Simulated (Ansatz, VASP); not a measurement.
# Sr: VASP beside Ansatz

```
Sr
1.0
     4.29559    0.00000    0.00000
    -2.14779    3.72009    0.00000
     0.00000    0.00000    7.02642
Sr
2
Direct
  0.33333 0.66667 0.25000
  0.66667 0.33333 0.75000
```

Change from the starting cell: volume scaled by 0.99, crystal datasets.

Alike in both runs: task electric field gradients; functional LDA; k mesh 10 × 10 × 5; occupations fermi-dirac, width 0.08 eV; no spin polarisation.

|  | VASP | Ansatz |
| --- | --- | --- |
| version | VASP 6.6.1 | Ansatz 0.2.0 |
| potentials or method | VASP PAW LDA potentials, release 64 (Sr_sv), cutoff 520 eV | all-electron PAW with datasets made for the crystal, scalar-relativistic |

```csv
,VASP,Ansatz,Ansatz less VASP
pressure (GPa),-1.5,-1.5,+0.01
size of Vzz on the site where it differs most (V/Å²),2.5,2.7,+0.23
```

LDA's correlation is that of Perdew and Zunger in VASP and of Perdew and Wang (1992) in Ansatz. Ansatz ran all-electron here, and VASP with PAW potentials.
